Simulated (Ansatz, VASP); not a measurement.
# One calculation of Mo, two programs

```xyz
1
Lattice="0.0000 2.0956 2.0150 2.0956 0.0000 2.0150 2.0956 2.0956 0.0000" Properties=species:S:1:pos:R:3 pbc="T T T"
Mo    0.0000    0.0000    0.0000
```

Change from the starting cell: strain +0.040 along x and y, +0.000 along z, atoms carried along.

Alike in both runs: task single point; functional PBEsol; k mesh 20 × 20 × 20; occupations gaussian, width 0.15 eV; no spin polarisation.

|  | VASP | Ansatz |
| --- | --- | --- |
| version | VASP 6.6.1 | Ansatz 0.2.0 |
| potentials or method | VASP PAW PBE potentials, release 64 (Mo_sv), cutoff 520 eV | scalar-relativistic, plane waves, PAW |
| valence electrons in the cell | 14 | 14 |

Ansatz gave:

| Property | Result |
| --- | --- |
| gap on the k mesh at the Fermi level (eV) | none |
| pressure (GPa) | -25.6 |
| traceless stress, the component that is largest in VASP (GPa) | -4.98 |

Problem. Estimate VASP's values.

Solution. gap on the k mesh at the Fermi level (eV): none; pressure (GPa): -25.4; traceless stress, the component that is largest in VASP (GPa): -4.97.

VASP's potentials were made for PBE, not for PBEsol. A gap of «none» marks a metal or a gap that the smearing closes.
